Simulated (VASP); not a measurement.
# TaTeF2 (P6/mmm) in VASP: single point with PBE

Aim: the single point of TaTeF2 with PBE.

Program: VASP 6.6.1. These are calculated values, not measurements. Logs are shortened: lines on timing, memory, paths and dates and some standing lists are left out, and cuts for length are marked.

### Step 1. The cell of the first run

The structure is hexagonal, space group P6/mmm (No. 191). Conventional cell: a = 3.808 Å, b = 3.808 Å, c = 5.830 Å, α = 90.00°, β = 90.00°, γ = 120.00°. Ta (site symmetry 6/mmm) has 2 Te at 2.92 Å and 12 F at 3.65 Å within 3.8 Å. Te (site symmetry 6/mmm) has 6 F at 2.20 Å within 2.9 Å. Within 2.9 Å of F (site symmetry -6m2) lie 3 Te at 2.20 Å and 3 F at 2.20 Å.

### Step 2. Single point, PBE

The input, INCAR:

```
SYSTEM = TaTeF2
PREC     = Accurate       ! precision mode
ENCUT    = 520            ! plane-wave cutoff, eV
EDIFF    = 1E-6           ! SCF threshold, eV
ISMEAR   = 0              ! smearing method
SIGMA    = 0.1            ! smearing width, eV
LREAL    = .FALSE.        ! projectors in reciprocal space
LASPH    = .TRUE.         ! aspherical terms in the spheres
NELM     = 60             ! most SCF steps
ALGO     = Normal         ! electronic algorithm
ISIF     = 2              ! what is computed and relaxed
LWAVE    = .FALSE.        ! write WAVECAR
LCHARG   = .TRUE.         ! write CHGCAR
GGA      = PE             ! functional
LELF     = .TRUE.         ! ELF
LVHAR    = .TRUE.       
NBANDS   = 24             ! bands
```

The input, KPOINTS:

```
Automatic mesh
0
G
  6 6 4
  0 0 0
```

The input, POSCAR:

```
TaTeF2
1.0
    3.8083462000      0.0000000000      0.0000000000
   -1.9041731000      3.2981245600      0.0000000000
    0.0000000000      0.0000000000      5.8301723000
Ta Te F
1 1 2
Direct
    0.0000000000      0.0000000000      0.5000000000
    0.0000000000      0.0000000000      0.0000000000
    0.3333333300      0.6666666700      0.0000000000
    0.6666666700      0.3333333300      0.0000000000
```

Potentials or basis: VASP PAW PBE potentials, release 64 (Ta_pv, Te, F).

Launch:

```bash
$ cat potpaw_PBE.64/Ta_pv/POTCAR potpaw_PBE.64/Te/POTCAR potpaw_PBE.64/F/POTCAR > POTCAR
$ mpirun -np 1 vasp_std > vasp.out
```

OUTCAR:

```text
SYSTEM = TaTeF2
   PREC = Accurate
   ENCUT = 520
   EDIFF = 1E-6
   ISMEAR = 0
   LREAL = .FALSE.
   LASPH = .TRUE.
   NELM = 60
   ISIF = 2
   GGA = PE

 ion  position               nearest neighbor table
   1  0.000  0.000  0.500-   2 2.92   2 2.92
   2  0.000  0.000  0.000-   3 2.20   4 2.20   4 2.20   3 2.20   4 2.20   3 2.20   1 2.92   1 2.92

   3  0.333  0.667  0.000-   2 2.20   2 2.20   2 2.20
   4  0.667  0.333  0.000-   2 2.20   2 2.20   2 2.20

  LATTYP: Found a hexagonal cell.
 ALAT       =     3.8083462000
 C/A-ratio  =     1.5308934624

  Lattice vectors:

 A1 = (   3.8083462000,   0.0000000000,   0.0000000000)
 A2 = (  -1.9041731000,   3.2981245600,   0.0000000000)
 A3 = (   0.0000000000,   0.0000000000,   5.8301723000)

Analysis of symmetry for initial positions (statically):
=====================================================================
 Subroutine PRICEL returns:
 Original cell was already a primitive cell.

 Routine SETGRP: Setting up the symmetry group for a
 hexagonal supercell.

 Subroutine GETGRP returns: Found 24 space group operations
 (whereof 24 operations were pure point group operations)
 out of a pool of 24 trial point group operations.

The static configuration has the point symmetry D_6h.

Analysis of symmetry for dynamics (positions and initial velocities):
=====================================================================
 Subroutine PRICEL returns:
 Original cell was already a primitive cell.

 Routine SETGRP: Setting up the symmetry group for a
 hexagonal supercell.

 Subroutine GETGRP returns: Found 24 space group operations
 (whereof 24 operations were pure point group operations)
 out of a pool of 24 trial point group operations.

The dynamic configuration has the point symmetry D_6h.

 Subroutine INISYM returns: Found 24 space group operations
 (whereof 24 operations are pure point group operations),
 and found     1 'primitive' translations

----------------------------------------------------------------------------------------

                                     Primitive cell

  volume of cell :      73.2293

  direct lattice vectors                    reciprocal lattice vectors
     3.808346200  0.000000000  0.000000000     0.262581170  0.151601309  0.000000000
    -1.904173100  3.298124560  0.000000000     0.000000000  0.303202618  0.000000000
     0.000000000  0.000000000  5.830172300     0.000000000  0.000000000  0.171521517

  length of vectors
     3.808346200  3.808346204  5.830172300     0.303202618  0.303202618  0.171521517

  position of ions in fractional coordinates (direct lattice)
     0.000000000  0.000000000  0.500000000
     0.000000000  0.000000000  0.000000000
     0.333333330  0.666666670  0.000000000
     0.666666670  0.333333330  0.000000000

  ion indices of the primitive-cell ions
   primitive index   ion index
                 1           1
                 2           2
                 3           3
                 4           4

----------------------------------------------------------------------------------------

 KPOINTS: Automatic mesh

Automatic generation of k-mesh.
 Grid dimensions read from file:
 generate k-points for:    6    6    4

 Generating k-lattice:

  Cartesian coordinates                     Fractional coordinates (reciprocal lattice)
     0.043763528  0.025266885  0.000000000     0.166666667  0.000000000  0.000000000
     0.000000000  0.050533770  0.000000000     0.000000000  0.166666667  0.000000000
     0.000000000  0.000000000  0.042880379     0.000000000  0.000000000  0.250000000

  Length of vectors
     0.050533770  0.050533770  0.042880379

  Shift w.r.t. Gamma in fractional coordinates (k-lattice)
     0.000000000  0.000000000  0.000000000

 Subroutine IBZKPT returns following result:
 ===========================================

 Found     21 irreducible k-points:

 Following reciprocal coordinates:
            Coordinates               Weight
  0.000000  0.000000  0.000000      1.000000
  0.166667  0.000000  0.000000      6.000000
  0.333333  0.000000  0.000000      6.000000
  0.500000  0.000000  0.000000      3.000000
  0.166667  0.166667  0.000000      6.000000
  0.333333  0.166667  0.000000     12.000000
[... 13 lines left out ...]
  0.333333  0.166667  0.500000     12.000000
  0.333333  0.333333  0.500000      2.000000
   k-points           NKPTS =     21   k-points in BZ     NKDIM =     21   number of bands    NBANDS=     24
   number of dos      NEDOS =    301   number of ions     NIONS =      4
   total plane-waves  NPLWV =  37632
   dimension x,y,z NGX =    28 NGY =   28 NGZ =   48
   dimension x,y,z NGXF=    56 NGYF=   56 NGZF=   96
   ions per type =               1   1   2
   NGX,Y,Z   is equivalent  to a cutoff of  12.22, 12.22, 13.69 a.u.
   NGXF,Y,Z  is equivalent  to a cutoff of  24.45, 24.45, 27.37 a.u.
 SYSTEM =  TaTeF2
   PREC   = accura    normal or accurate (medium, high low for compatibility)
   ISTART =      0    job   : 0-new  1-cont  2-samecut
   ICHARG =      2    charge: 1-file 2-atom 10-const
   ISPIN  =      1    spin polarized calculation?
   LNONCOLLINEAR =      F non collinear calculations
   LSORBIT =      F    spin-orbit coupling
   LASPH  =      T    aspherical Exc in radial PAW
   ENCUT  =  520.0 eV  38.22 Ry    6.18 a.u.   7.08  7.08 10.84*2*pi/ulx,y,z
   NELM   =     60;   NELMIN=  2; NELMDL= -5     # of ELM steps
   EDIFF  = 0.1E-05   stopping-criterion for ELM
   LREAL  =      F    real-space projection
   EDIFFG = 0.1E-04   stopping-criterion for IOM
   NSW    =      0    number of steps for IOM
   IBRION =     -1    ionic relax: 0-MD 1-quasi-New 2-CG
   NFREE  =      0    steps in history (QN), initial steepest desc. (CG)
   ISIF   =      2    stress and relaxation
   ISYM   =      2    0-nonsym 1-usesym 2-fastsym
   POTIM  = 0.5000    time-step for ionic-motion
   TEBEG  =    0.0;   TEEND  =   0.0 temperature during run
   PSTRESS=    0.0 pullay stress
   NELECT =      31.0000    total number of electrons
   NUPDOWN=      -1.0000    fix difference up-down
   EMIN   =  10.00;   EMAX   =-10.00  energy-range for DOS
   EFERMI =   0.00;   METHOD = LEGACY
   ISMEAR =     0;   SIGMA  =   0.10  broadening in eV -4-tet -1-fermi 0-gaus
   EFERMI_NEDOS =   21; number of points for ismear=-14 and -15
   IALGO  =     38    algorithm
   IMIX   =      4    mixing-type and parameters
     AMIX     =   0.40;   BMIX     =  1.00
     AMIX_MAG =   1.60;   BMIX_MAG =  1.00
  volume/ion in A,a.u.               =      18.31       123.54
  Fermi-wavevector in a.u.,A,eV,Ry     =   1.229232  2.322911 20.558549  1.511011
  Thomas-Fermi vector in A             =   2.364127
   LORBIT       =      0    0 simple, 1 ext, 2 COOP (PROOUT), +10 PAW based schemes
   GGA     = PE    functional components
   LHFCALC =     F    Hartree Fock is set to
   AEXX    =    0.0000 exact exchange contribution
   IVDW    =     0    specifies the selected vdW correction
   LEPSILON=     F    determine dielectric tensor
   LRPA    =     F    only Hartree local field effects (RPA)
 non-spin polarized calculation
 Gauss-broadening in eV      SIGMA  =   0.10
  energy-cutoff  :      520.00
  volume of cell :       73.23
 maximum number of plane-waves:      1987
   NGX = 15   NGY = 15   NGZ = 21

 number of electron      30.9999982 magnetization

 Free energy of the ion-electron system (eV)
  ---------------------------------------------------
  ext. energy  EPLUGINS =         0.00000000
  ---------------------------------------------------
  free energy    TOTEN  =       -17.72719956 eV

  energy without entropy =      -17.69366728  energy(sigma->0) =      -17.71043342

 E-fermi :   5.5401     XC(G=0): -10.2433

 val. band max:        5.5400461282   @ k =   0.3333   0.1667   0.2500
 cond. band min:       5.5483465450   @ k =   0.3333   0.0000   0.2500
 fundamental gap:      0.0083004168
 Fermi energy:         5.5401349018

 k-point     1 :       0.0000    0.0000    0.0000
  band No.  band energies     occupation
      1     -30.0338      2.00000
      2     -29.8405      2.00000
      3     -29.8405      2.00000
      4     -21.8420      2.00000
      5     -19.4303      2.00000
      6      -5.7151      2.00000
[... 16 lines left out ...]
     23      15.8462      0.00000
     24      16.6607      0.00000

 k-point     2 :       0.1667    0.0000    0.0000
  band No.  band energies     occupation
      1     -30.0324      2.00000
      2     -29.8525      2.00000
      3     -29.8436      2.00000
      4     -21.6960      2.00000
      5     -19.5597      2.00000
      6      -6.7788      2.00000
[... 16 lines left out ...]
     23      14.5997      0.00000
     24      15.5262      0.00000

 k-point     3 :       0.3333    0.0000    0.0000
  band No.  band energies     occupation
      1     -30.0297      2.00000
      2     -29.8763      2.00000
      3     -29.8498      2.00000
      4     -21.3137      2.00000
      5     -19.9110      2.00000
      6      -8.1735      2.00000
[... 16 lines left out ...]
     23      13.7557      0.00000
     24      14.5262      0.00000

 k-point     4 :       0.5000    0.0000    0.0000
  band No.  band energies     occupation
      1     -30.0283      2.00000
      2     -29.8882      2.00000
      3     -29.8528      2.00000
      4     -20.9997      2.00000
      5     -20.2101      2.00000
      6      -8.7022      2.00000
[... 16 lines left out ...]
     23      13.6553      0.00000
     24      14.3382      0.00000

 k-point     5 :       0.1667    0.1667    0.0000
  band No.  band energies     occupation
      1     -30.0304      2.00000
      2     -29.8682      2.00000
      3     -29.8504      2.00000
      4     -21.4275      2.00000
      5     -19.8040      2.00000
      6      -7.9891      2.00000
[... 16 lines left out ...]
     23      13.5200      0.00000
     24      13.9785      0.00000

 k-point     6 :       0.3333    0.1667    0.0000
  band No.  band energies     occupation
      1     -30.0283      2.00000
      2     -29.8822      2.00000
      3     -29.8588      2.00000
      4     -21.0065      2.00000
      5     -20.1994      2.00000
      6      -8.9280      2.00000
[... 16 lines left out ...]
     23      12.6851      0.00000
     24      14.1723      0.00000
[... 298 lines left out ...]
 k-point    18 :       0.5000    0.0000    0.5000
  band No.  band energies     occupation
      1     -30.0278      2.00000
      2     -29.8881      2.00000
      3     -29.8528      2.00000
      4     -21.0001      2.00000
      5     -20.2094      2.00000
      6      -8.5927      2.00000
[... 16 lines left out ...]
     23      11.3019      0.00000
     24      11.3235      0.00000

 k-point    19 :       0.1667    0.1667    0.5000
  band No.  band energies     occupation
      1     -30.0300      2.00000
      2     -29.8681      2.00000
      3     -29.8504      2.00000
      4     -21.4257      2.00000
      5     -19.8041      2.00000
      6      -7.8711      2.00000
[... 16 lines left out ...]
     23      12.0474      0.00000
     24      12.1009      0.00000

 k-point    20 :       0.3333    0.1667    0.5000
  band No.  band energies     occupation
      1     -30.0278      2.00000
      2     -29.8821      2.00000
      3     -29.8588      2.00000
      4     -21.0061      2.00000
      5     -20.1992      2.00000
      6      -8.8282      2.00000
[... 16 lines left out ...]
     23      11.4499      0.00000
     24      11.5720      0.00000

 k-point    21 :       0.3333    0.3333    0.5000
  band No.  band energies     occupation
      1     -30.0271      2.00000
      2     -29.8742      2.00000
      3     -29.8742      2.00000
      4     -20.5968      2.00000
      5     -20.5968      2.00000
      6      -9.2471      2.00000
[... 16 lines left out ...]
     23      11.2878      0.00000
     24      12.3999      0.00000

------------------------ aborting loop because EDIFF is reached ----------------------------------------

  FORCE on cell =-STRESS in cart. coord.  units (eV):
  Direction    XX          YY          ZZ          XY          YZ          ZX
  --------------------------------------------------------------------------------------
  -------------------------------------------------------------------------------------
  Total        4.7722509      4.7722509     -1.7966602      0.0000000      0.0000000      0.0000000
  in kB      104.4116572    104.4116574    -39.3089706      0.0000000      0.0000000      0.0000000
  external PRESSURE =      56.5047813 kB  Pullay stress =       0.0000000 kB

 VOLUME and BASIS-vectors are now :
 -----------------------------------------------------------------------------
  energy-cutoff  :      520.00
  volume of cell :       73.23
      direct lattice vectors                 reciprocal lattice vectors
     3.808346200  0.000000000  0.000000000     0.262581170  0.151601309  0.000000000
    -1.904173100  3.298124560  0.000000000     0.000000000  0.303202618  0.000000000
     0.000000000  0.000000000  5.830172300     0.000000000  0.000000000  0.171521517

 POSITION                                       TOTAL-FORCE (eV/Angst)
 -----------------------------------------------------------------------------------
      0.00000      0.00000      2.91509        -0.000000      0.000000      0.000000
      0.00000      0.00000      0.00000        -0.000000      0.000000      0.000000
     -0.00000      2.19875      0.00000        -0.000000     -0.000000      0.000000
      1.90417      1.09937      0.00000         0.000000      0.000000      0.000000
 -----------------------------------------------------------------------------------
    total drift:                                0.000000      0.000000     -0.000000

  FREE ENERGIE OF THE ION-ELECTRON SYSTEM (eV)
  ---------------------------------------------------
  free  energy   TOTEN  =       -17.7271995622 eV

  energy  without entropy=      -17.6936672786  energy(sigma->0) =      -17.71043342
```

Wall time 36 s (1 thread of AMD EPYC 7R13 (Zen 3), shared host); peak memory 0.17 GiB.

What came out:

```
Free energy : -17.7272 eV
Pressure    : 5.7 GPa
```

Caveat: spin-orbit coupling is left out, which moves the levels of the heavy elements; an odd number of electrons without spin polarisation forces a metal; a magnetic or distorted state may lie lower.
